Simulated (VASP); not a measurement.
ScCo:

```
Sc Co
1.0
     3.12067    0.00000    0.00000
     0.00000    3.12067    0.00000
     0.00000    0.00000    3.12067
Sc Co
1 1
Direct
  0.50000 0.50000 0.50000
  0.00000 0.00000 0.00000
```

| Item | Value |
| --- | --- |
| Program | VASP 6.6.1 |
| Task | relaxation of cell and atoms |
| Functional | LDA |
| Potentials or basis | VASP PAW LDA potentials, release 64 (Sc_sv, Co) |
| Cutoff | 600 eV |
| k mesh | 14 × 14 × 14 |
| Occupations | gaussian, width 0.1 eV |
| Spin | collinear spin, ferromagnetic start |
| Starting moments | [0.0, 0.35] μB |

At the start: pressure -10.1 GPa; volume 15.20 Å³/atom.

Question: Where does the relaxation end?

Answer: Over 3 steps the energy falls by 41.3 meV/atom and the volume is 13.98 Å³/atom (-8.0 %); space group Pm-3m (No. 221, to 0.1 Å) before and after; moment 0.00 μB per cell.

Step by step:
| step | energy change (eV) | largest force (eV/Å) | pressure (GPa) | volume (Å³) |
| --- | --- | --- | --- | --- |
| 1 | 0.0000 | 0.0000 | -10.07 | 30.39 |
| 2 | -0.0378 | 0.0000 | 9.60 | 26.38 |
| 3 | -0.0826 | 0.0000 | -0.02 | 27.97 |

Final structure:
```cif
data_structure
_symmetry_space_group_name_H-M 'P 1'
_symmetry_Int_Tables_number 1
_cell_length_a 3.0355
_cell_length_b 3.0355
_cell_length_c 3.0355
_cell_angle_alpha 90.000
_cell_angle_beta 90.000
_cell_angle_gamma 90.000
_cell_volume 27.97
loop_
_atom_site_label
_atom_site_type_symbol
_atom_site_fract_x
_atom_site_fract_y
_atom_site_fract_z
_atom_site_occupancy
Sc1 Sc 0.50000 0.50000 0.50000 1
Co1 Co 0.00000 0.00000 0.00000 1
```
